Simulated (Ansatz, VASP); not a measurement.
## SbPb: VASP beside Ansatz

```
CELL_PARAMETERS angstrom
0.00000 3.16124 3.16124
3.16124 0.00000 3.16124
3.16124 3.16124 0.00000
ATOMIC_POSITIONS crystal
Sb 0.50000 0.50000 0.50000
Pb 0.00000 0.00000 0.00000
```

Alike in both runs: task single point; functional LDA; k mesh 5 × 5 × 5; occupations methfessel-paxton of order 1, width 0.1 eV; no spin polarisation.

```csv
,VASP,Ansatz
version,VASP 6.6.1,Ansatz 0.2.0
potentials or method,"VASP PAW LDA potentials, release 64 (Sb, Pb_d), cutoff 520 eV","plane waves, PAW"
valence electrons in the cell,19,29
```

|  | VASP | Ansatz | Ansatz less VASP |
| --- | --- | --- | --- |
| gap on the k mesh at the Fermi level (eV) | none | none | - |
| pressure (GPa) | -2.6 | -2.6 | -0.04 |

LDA's correlation is that of Perdew and Zunger in VASP and of Perdew and Wang (1992) in Ansatz. A gap of «none» marks a metal or a gap that the smearing closes. VASP's potentials hold 19 valence electrons a cell and Ansatz's 29, so a difference there can come from the potentials and not from the codes.

Spin-orbit coupling is off throughout.
